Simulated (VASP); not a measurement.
# Sn (P6_3/mmc) in VASP: a series of runs

Runs on Sn. Level: PBE. Tasks: relaxation of cell and atoms.

Program: VASP 6.6.1. These are calculated values, not measurements. Logs are shortened: lines on timing, memory, paths and dates and some standing lists are left out, and cuts for length are marked.

**1. The cell of the first run**

The structure is hexagonal, space group P6_3/mmc (No. 194). The conventional cell has a = 3.371 Å, b = 3.371 Å, c = 5.461 Å, α = 90.00°, β = 90.00°, γ = 120.00°. Within 4.4 Å of Sn (site symmetry -6m2) lie 12 Sn at 3.35 to 3.37 Å.

This isn't the form of Sn at room conditions, which is tetragonal (white tin).

**2. Relaxation of cell and atoms, PBE, target pressure 1.4 GPa, at which the enthalpy is minimised**

Contents of INCAR:

```
SYSTEM = Sn
  PREC = Accurate
  ENCUT = 600
  EDIFF = 1E-6
  ISMEAR = -1
  SIGMA = 0.05
  LREAL = .False.
  LASPH = .True.
  NELM = 100
  ALGO = Normal
  ISIF = 3
  LWAVE = .False.
  LCHARG = .False.
  GGA = PE
  IBRION = 2
  NSW = 60
  EDIFFG = -0.005
  PSTRESS = 14.0
```

Contents of KPOINTS:

```
Automatic mesh
0
Gamma
  13 13 7
  0 0 0
```

Contents of POSCAR:

```
Sn
1.0
    3.3709336549      0.0000000000      0.0000000000
   -1.6854668275      2.9193141796      0.0000000000
    0.0000000000      0.0000000000      5.4609125210
Sn
2
Direct
    0.3333333333      0.6666666667      0.2500000000
    0.6666666667      0.3333333333      0.7500000000
```

Potentials or basis: VASP PAW PBE potentials, release 64 (Sn_d).

Started as:

```
$ cat potpaw_PBE.64/Sn_d/POTCAR > POTCAR
$ mpirun -np 1 vasp_std > vasp.out
```

OUTCAR:

```text
SYSTEM = Sn
   PREC = Accurate
   ENCUT = 600
   EDIFF = 1E-6
   ISMEAR = -1
   LREAL = .False.
   LASPH = .True.
   NELM = 100
   ISIF = 3
   GGA = PE
   IBRION = 2
   NSW = 60
   EDIFFG = -0.005
   PSTRESS = 14.0

 ion  position               nearest neighbor table
   1  0.333  0.667  0.250-   2 3.35   2 3.35   2 3.35   2 3.35   2 3.35   2 3.35
   2  0.667  0.333  0.750-   1 3.35   1 3.35   1 3.35   1 3.35   1 3.35   1 3.35

  LATTYP: Found a hexagonal cell.
 ALAT       =     3.3709336549
 C/A-ratio  =     1.6200000000

  Lattice vectors:

 A1 = (   3.3709336549,   0.0000000000,   0.0000000000)
 A2 = (  -1.6854668275,   2.9193141796,   0.0000000000)
 A3 = (   0.0000000000,   0.0000000000,   5.4609125210)

Analysis of symmetry for initial positions (statically):
=====================================================================
 Subroutine PRICEL returns:
 Original cell was already a primitive cell.

 Routine SETGRP: Setting up the symmetry group for a
 hexagonal supercell.

 Subroutine GETGRP returns: Found 24 space group operations
 (whereof 12 operations were pure point group operations)
 out of a pool of 24 trial point group operations.

The static configuration has the point symmetry D_3d.
 The point group associated with its full space group is D_6h.

Analysis of symmetry for dynamics (positions and initial velocities):
=====================================================================
 Subroutine PRICEL returns:
 Original cell was already a primitive cell.

 Routine SETGRP: Setting up the symmetry group for a
 hexagonal supercell.

 Subroutine GETGRP returns: Found 24 space group operations
 (whereof 12 operations were pure point group operations)
 out of a pool of 24 trial point group operations.

The dynamic configuration has the point symmetry D_3d.
 The point group associated with its full space group is D_6h.

 Subroutine INISYM returns: Found 24 space group operations
 (whereof 12 operations are pure point group operations),
 and found     1 'primitive' translations

----------------------------------------------------------------------------------------

                                     Primitive cell

  volume of cell :      53.7398

  direct lattice vectors                    reciprocal lattice vectors
     3.370933655  0.000000000  0.000000000     0.296653717  0.171273104  0.000000000
    -1.685466827  2.919314180  0.000000000     0.000000000  0.342546207  0.000000000
     0.000000000  0.000000000  5.460912521     0.000000000  0.000000000  0.183119579

  length of vectors
     3.370933655  3.370933655  5.460912521     0.342546207  0.342546207  0.183119579

  position of ions in fractional coordinates (direct lattice)
     0.333333333  0.666666667  0.250000000
     0.666666667  0.333333333  0.750000000

  ion indices of the primitive-cell ions
   primitive index   ion index
                 1           1
                 2           2

----------------------------------------------------------------------------------------

 KPOINTS: Automatic mesh

Automatic generation of k-mesh.
 Grid dimensions read from file:
 generate k-points for:   13   13    7

 Generating k-lattice:

  Cartesian coordinates                     Fractional coordinates (reciprocal lattice)
     0.022819517  0.013174854  0.000000000     0.076923077  0.000000000  0.000000000
     0.000000000  0.026349708  0.000000000     0.000000000  0.076923077  0.000000000
     0.000000000  0.000000000  0.026159940     0.000000000  0.000000000  0.142857143

  Length of vectors
     0.026349708  0.026349708  0.026159940

  Shift w.r.t. Gamma in fractional coordinates (k-lattice)
     0.000000000  0.000000000  0.000000000

 Subroutine IBZKPT returns following result:
 ===========================================

 Found     84 irreducible k-points:

 Following reciprocal coordinates:
            Coordinates               Weight
  0.000000  0.000000  0.000000      1.000000
  0.076923 -0.000000  0.000000      6.000000
  0.153846 -0.000000  0.000000      6.000000
  0.230769 -0.000000  0.000000      6.000000
  0.307692 -0.000000  0.000000      6.000000
  0.384615 -0.000000  0.000000      6.000000
[... 16 lines left out ...]
  0.076923 -0.000000  0.142857     12.000000
  0.153846 -0.000000  0.142857     12.000000
 [... further k-points ...]
   k-points           NKPTS =     84   k-points in BZ     NKDIM =     84   number of bands    NBANDS=     18
   number of dos      NEDOS =    301   number of ions     NIONS =      2
   total plane-waves  NPLWV =  37632
   dimension x,y,z NGX =    28 NGY =   28 NGZ =   48
   dimension x,y,z NGXF=    56 NGYF=   56 NGZF=   96
   ions per type =               2
   NGX,Y,Z   is equivalent  to a cutoff of  13.81, 13.81, 14.61 a.u.
   NGXF,Y,Z  is equivalent  to a cutoff of  27.62, 27.62, 29.23 a.u.
 SYSTEM =  Sn
   PREC   = accura    normal or accurate (medium, high low for compatibility)
   ISTART =      0    job   : 0-new  1-cont  2-samecut
   ICHARG =      2    charge: 1-file 2-atom 10-const
   ISPIN  =      1    spin polarized calculation?
   LNONCOLLINEAR =      F non collinear calculations
   LSORBIT =      F    spin-orbit coupling
   LASPH  =      T    aspherical Exc in radial PAW
   ENCUT  =  600.0 eV  44.10 Ry    6.64 a.u.   6.73  6.73 10.91*2*pi/ulx,y,z
   NELM   =    100;   NELMIN=  2; NELMDL= -5     # of ELM steps
   EDIFF  = 0.1E-05   stopping-criterion for ELM
   LREAL  =      F    real-space projection
   EDIFFG = -.5E-02   stopping-criterion for IOM
   NSW    =     60    number of steps for IOM
   IBRION =      2    ionic relax: 0-MD 1-quasi-New 2-CG
   NFREE  =      1    steps in history (QN), initial steepest desc. (CG)
   ISIF   =      3    stress and relaxation
   ISYM   =      2    0-nonsym 1-usesym 2-fastsym
   POTIM  = 0.5000    time-step for ionic-motion
   TEBEG  =    0.0;   TEEND  =   0.0 temperature during run
   PSTRESS=   14.0 pullay stress
   NELECT =      28.0000    total number of electrons
   NUPDOWN=      -1.0000    fix difference up-down
   EMIN   =  10.00;   EMAX   =-10.00  energy-range for DOS
   EFERMI =   0.00;   METHOD = LEGACY
   ISMEAR =    -1;   SIGMA  =   0.05  broadening in eV -4-tet -1-fermi 0-gaus
   EFERMI_NEDOS =   21; number of points for ismear=-14 and -15
   IALGO  =     38    algorithm
   IMIX   =      4    mixing-type and parameters
     AMIX     =   0.40;   BMIX     =  1.00
     AMIX_MAG =   1.60;   BMIX_MAG =  1.00
  volume/ion in A,a.u.               =      26.87       181.33
  Fermi-wavevector in a.u.,A,eV,Ry     =   1.317333  2.489398 23.611075  1.735365
  Thomas-Fermi vector in A             =   2.447381
   LORBIT       =      0    0 simple, 1 ext, 2 COOP (PROOUT), +10 PAW based schemes
   GGA     = PE    functional components
   LHFCALC =     F    Hartree Fock is set to
   AEXX    =    0.0000 exact exchange contribution
   IVDW    =     0    specifies the selected vdW correction
   LEPSILON=     F    determine dielectric tensor
   LRPA    =     F    only Hartree local field effects (RPA)
 conjugate gradient relaxation of ions
 non-spin polarized calculation
  energy-cutoff  :      600.00
  volume of cell :       53.74
 maximum number of plane-waves:      1816
 NGX is ok and might be reduce to    28
   NGX = 13   NGY = 13   NGZ = 21

--------------------------------------- Ionic step        1  -------------------------------------------

 number of electron      28.0000006 magnetization

 Free energy of the ion-electron system (eV)
  ---------------------------------------------------
  ext. energy  EPLUGINS =         0.00000000
  ---------------------------------------------------
  free energy    TOTEN  =        -7.55983006 eV

  energy without entropy =       -7.55034883  energy(sigma->0) =       -7.55508944

------------------------ aborting loop because EDIFF is reached ----------------------------------------

  FORCE on cell =-STRESS in cart. coord.  units (eV):
  Direction    XX          YY          ZZ          XY          YZ          ZX
  --------------------------------------------------------------------------------------
  -------------------------------------------------------------------------------------
  Total        0.6050242      0.6050242      0.3893663     -0.0000000      0.0000000     -0.0000000
  in kB       18.0379468     18.0379468     11.6084075     -0.0000000      0.0000000     -0.0000000
  external PRESSURE =       1.8947671 kB  Pullay stress =      14.0000000 kB
[... 93 lines left out ...]
  FREE ENERGIE OF THE ION-ELECTRON SYSTEM (eV)
  ---------------------------------------------------
  free  energy   TOTEN  =        -7.5642880540 eV

  energy  without entropy=       -7.5545867694  energy(sigma->0) =       -7.55943741

  enthalpy is  TOTEN    =        -7.0913570334 eV   P V=        0.4729310206

[... ionic steps 4 to 9 ...]

--------------------------------------- Ionic step       10  -------------------------------------------

 number of electron      28.0000005 magnetization

------------------------ aborting loop because EDIFF is reached ----------------------------------------

  FORCE on cell =-STRESS in cart. coord.  units (eV):
  Direction    XX          YY          ZZ          XY          YZ          ZX
  --------------------------------------------------------------------------------------
  -------------------------------------------------------------------------------------
  Total        0.4253979      0.4253979      0.4460225     -0.0000000      0.0000000     -0.0000000
  in kB       12.6091292     12.6091292     13.2204586     -0.0000000      0.0000000     -0.0000000
  external PRESSURE =      -1.1870943 kB  Pullay stress =      14.0000000 kB
[... 61 lines left out ...]
  enthalpy is  TOTEN    =        -7.0924570762 eV   P V=        0.4714023612

--------------------------------------- Ionic step       12  -------------------------------------------

 number of electron      28.0000005 magnetization

 Free energy of the ion-electron system (eV)
  ---------------------------------------------------
  ext. energy  EPLUGINS =         0.00000000
  ---------------------------------------------------
  free energy    TOTEN  =        -7.56405738 eV

  energy without entropy =       -7.55478437  energy(sigma->0) =       -7.55942087

 E-fermi :   8.2275     XC(G=0): -10.4001

 val. band max:        8.1530655214   @ k =   0.3846   0.2308   0.0000
 cond. band min:       8.2399181269   @ k =   0.2308   0.1538   0.1429
 fundamental gap:      0.0868526055
 Fermi energy:         8.2274937059

 k-point     1 :       0.0000    0.0000    0.0000
  band No.  band energies     occupation
      1     -13.3547      2.00000
      2     -13.3447      2.00000
      3     -13.3387      2.00000
      4     -13.3387      2.00000
      5     -13.3267      2.00000
      6     -13.3267      2.00000
[... 10 lines left out ...]
     17      15.4808      0.00000
     18      16.6673      0.00000
[... 466 lines left out ...]
      2     -13.3430      2.00000
      3     -13.3397      2.00000
      4     -13.3318      2.00000
      5     -13.3171      2.00000
      6     -13.3029      2.00000
[... 10 lines left out ...]
     17      14.9536      0.00000
     18      15.4373      0.00000

 [... further k-points ...]
[... 5 lines left out ...]
  --------------------------------------------------------------------------------------
  -------------------------------------------------------------------------------------
  Total        0.4624203      0.4624203      0.4726218     -0.0000000      0.0000000     -0.0000000
  in kB       13.7274930     13.7274930     14.0303369     -0.0000000      0.0000000     -0.0000000
  external PRESSURE =      -0.1715590 kB  Pullay stress =      14.0000000 kB
[... 17 lines left out ...]
  FREE ENERGIE OF THE ION-ELECTRON SYSTEM (eV)
  ---------------------------------------------------
  free  energy   TOTEN  =        -7.5640573787 eV

  energy  without entropy=       -7.5547843685  energy(sigma->0) =       -7.55942087

  enthalpy is  TOTEN    =        -7.0924574591 eV   P V=        0.4715999196

 reached required accuracy - stopping structural energy minimisation
```

It took 18 min on 1 thread of Intel Xeon 8259CL, shared host; peak memory 0.25 GiB.

Results:

* Free energy: -7.5641 eV
* Relaxed volume: 26.99 Å³/atom
* Relaxed cell: a = 3.401 Å, b = 3.401 Å, c = 5.387 Å, α = 90.00°, β = 90.00°, γ = 120.00°
* Space group after relaxing (to 0.1 Å): P6_3/mmc (No. 194)
* Energy change on relaxing (the run minimises the enthalpy): -2.1 meV/atom
* Ionic steps: 12
* Pressure after relaxing: 1.4 GPa
* Band gap on the k mesh: zero (bands 14 and 15 overlap by 7.50 eV)

The path:
```tsv
step	energy change (eV)	largest force (eV/Å)	pressure (GPa)	volume (Å³)
1	0.0000	0.0000	1.59	53.74
2	-0.0030	0.0000	1.29	53.99
3	-0.0045	0.0000	1.17	54.12
4	-0.0069	0.0000	0.90	54.39
5	-0.0058	0.0000	1.12	54.26
6	-0.0056	0.0000	1.20	54.18
7	-0.0053	0.0000	1.27	54.11
8	-0.0039	0.0000	1.44	53.96
9	-0.0051	0.0000	1.28	54.07
10	-0.0049	0.0000	1.28	54.05
11	-0.0040	0.0000	1.44	53.95
12	-0.0042	0.0000	1.38	53.97
```

Final structure:
```cif
data_structure
_symmetry_space_group_name_H-M 'P 1'
_symmetry_Int_Tables_number 1
_cell_length_a 3.4014
_cell_length_b 3.4014
_cell_length_c 5.3866
_cell_angle_alpha 90.000
_cell_angle_beta 90.000
_cell_angle_gamma 120.000
_cell_volume 53.97
loop_
_atom_site_label
_atom_site_type_symbol
_atom_site_fract_x
_atom_site_fract_y
_atom_site_fract_z
_atom_site_occupancy
Sn1 Sn 0.33333 0.66667 0.25000 1
Sn2 Sn 0.66667 0.33333 0.75000 1
```

Caveat: the cell is relaxed towards a set pressure, so the run minimises the enthalpy, not the energy; spin-orbit coupling is left out, which moves the levels of the heavy elements.

**3. Relaxation of cell and atoms, PBE, target pressure 1.4 GPa, at which the enthalpy is minimised**

This run uses another cell than the first one, of 26.99 Å³/atom.

Contents of INCAR:

```
SYSTEM = Sn
ALGO = Normal
EDIFF = 1E-6
EDIFFG = -0.005
ENCUT = 600
GGA = PE
IBRION = 2
ISIF = 3
ISMEAR = -1
LASPH = .TRUE.
LCHARG = .FALSE.
LREAL = .FALSE.
LWAVE = .FALSE.
NELM = 80
NSW = 32
PREC = Accurate
PSTRESS = 14.0
SIGMA = 0.05
```

Contents of KPOINTS:

```
k-points
0
G
  13 13 7
  0 0 0
```

Contents of POSCAR:

```
Sn
1.0
    3.4013987060      0.0000000000      0.0000000000
   -1.7006993530      2.9456976878      0.0000000000
    0.0000000000      0.0000000000      5.3881495086
Sn
2
Direct
    0.3333333333      0.6666666667      0.2500000000
    0.6666666667      0.3333333333      0.7500000000
```

Potentials or basis: VASP PAW PBE potentials, release 64 (Sn_d).

Started as:

```
$ cat potpaw_PBE.64/Sn_d/POTCAR > POTCAR
$ mpirun -np 1 vasp_std > vasp.out
```

OUTCAR:

```text
SYSTEM = Sn
   EDIFF = 1E-6
   EDIFFG = -0.005
   ENCUT = 600
   GGA = PE
   IBRION = 2
   ISIF = 3
   ISMEAR = -1
   LASPH = .TRUE.
   LREAL = .FALSE.
   NELM = 80
   NSW = 32
   PREC = Accurate
   PSTRESS = 14.0

 ion  position               nearest neighbor table
   1  0.333  0.667  0.250-   2 3.33   2 3.33   2 3.33   2 3.33   2 3.33   2 3.33
   2  0.667  0.333  0.750-   1 3.33   1 3.33   1 3.33   1 3.33   1 3.33   1 3.33

  LATTYP: Found a hexagonal cell.
 ALAT       =     3.4013987060
 C/A-ratio  =     1.5840981826

  Lattice vectors:

 A1 = (   3.4013987060,   0.0000000000,   0.0000000000)
 A2 = (  -1.7006993530,   2.9456976878,   0.0000000000)
 A3 = (   0.0000000000,   0.0000000000,   5.3881495086)

Analysis of symmetry for initial positions (statically):
=====================================================================
 Subroutine PRICEL returns:
 Original cell was already a primitive cell.

 Routine SETGRP: Setting up the symmetry group for a
 hexagonal supercell.

 Subroutine GETGRP returns: Found 24 space group operations
 (whereof 12 operations were pure point group operations)
 out of a pool of 24 trial point group operations.

[... 166 lines left out ...]

------------------------ aborting loop because EDIFF is reached ----------------------------------------

  FORCE on cell =-STRESS in cart. coord.  units (eV):
  Direction    XX          YY          ZZ          XY          YZ          ZX
  --------------------------------------------------------------------------------------
  -------------------------------------------------------------------------------------
  Total        0.4616847      0.4616847      0.4617571      0.0000000      0.0000000      0.0000000
  in kB       13.7015812     13.7015812     13.7037301      0.0000000      0.0000000      0.0000000
  external PRESSURE =      -0.2977025 kB  Pullay stress =      14.0000000 kB
[... 63 lines left out ...]
--------------------------------------- Ionic step        3  -------------------------------------------

 number of electron      28.0000005 magnetization

 Free energy of the ion-electron system (eV)
  ---------------------------------------------------
  ext. energy  EPLUGINS =         0.00000000
  ---------------------------------------------------
  free energy    TOTEN  =        -7.56410188 eV

  energy without entropy =       -7.55481679  energy(sigma->0) =       -7.55945934

 E-fermi :   8.2282     XC(G=0): -10.4001

 val. band max:        8.1540076876   @ k =   0.1538   0.1538   0.0000
 cond. band min:       8.2412682401   @ k =   0.2308   0.1538   0.1429
 fundamental gap:      0.0872605525
 Fermi energy:         8.2281519555

 k-point     1 :       0.0000    0.0000    0.0000
  band No.  band energies     occupation
      1     -13.3547      2.00000
      2     -13.3448      2.00000
      3     -13.3387      2.00000
      4     -13.3387      2.00000
      5     -13.3267      2.00000
      6     -13.3267      2.00000
[... 481 lines left out ...]
      5     -13.3171      2.00000
      6     -13.3029      2.00000
[... 10 lines left out ...]
     17      14.9524      0.00000
     18      15.4388      0.00000

 [... further k-points ...]
[... 5 lines left out ...]
  --------------------------------------------------------------------------------------
  -------------------------------------------------------------------------------------
  Total        0.4666485      0.4666485      0.4684291      0.0000000      0.0000000      0.0000000
  in kB       13.8530631     13.8530631     13.9059242      0.0000000      0.0000000      0.0000000
  external PRESSURE =      -0.1293166 kB  Pullay stress =      14.0000000 kB
[... 21 lines left out ...]
  energy  without entropy=       -7.5548167927  energy(sigma->0) =       -7.55945934

  enthalpy is  TOTEN    =        -7.0925037462 eV   P V=        0.4715981345

 reached required accuracy - stopping structural energy minimisation
```

CONTCAR:

```text
Sn
   1.00000000000000
     3.4010566125940720   -0.0000000000000000    0.0000000000000000
    -1.7005283062970360    2.9454014262200401   -0.0000000000000000
     0.0000000000000000    0.0000000000000000    5.3876115011677603
  Sn
     2
Direct
     0.3333333332999970    0.6666666667000030    0.2500000000000000
     0.6666666667000030    0.3333333332999970    0.7500000000000000

  0.00000000E+00  0.00000000E+00  0.00000000E+00
  0.00000000E+00  0.00000000E+00  0.00000000E+00
```

Wall time 4.2 min (1 thread of Intel Xeon 8259CL, shared host); peak memory 0.24 GiB.

What came out:

```yaml
Free_energy: -7.5641 eV
Relaxed_volume: 26.99 Å³/atom
Relaxed_cell: a = 3.401 Å, b = 3.401 Å, c = 5.388 Å, α = 90.00°, β = 90.00°, γ = 120.00°
Space_group_after_relaxing_to_0.1_Å: P6_3/mmc (No. 194)
Energy_change_on_relaxing_the_run_minimises_the_enthalpy: +0.1 meV/atom
Ionic_steps: 3
Pressure_after_relaxing: 1.4 GPa
Band_gap_on_the_k_mesh: zero (bands 14 and 15 overlap by 7.50 eV)
```

The path:
```csv
step,energy change (eV),largest force (eV/Å),pressure (GPa),volume (Å³)
1,0.0000,0.0000,1.37,53.99
2,0.0003,0.0000,1.44,53.95
3,0.0001,0.0000,1.39,53.97
```

Final structure:
```
Sn
1.0
     3.40106    0.00000    0.00000
    -1.70053    2.94540    0.00000
     0.00000    0.00000    5.38761
Sn
2
Direct
  0.33333 0.66667 0.25000
  0.66667 0.33333 0.75000
```

Caveat: the cell is relaxed towards a set pressure, so the run minimises the enthalpy, not the energy; spin-orbit coupling is left out, which moves the levels of the heavy elements.

The gap in the log of VASP goes by the Fermi energy; the results here count the filled bands.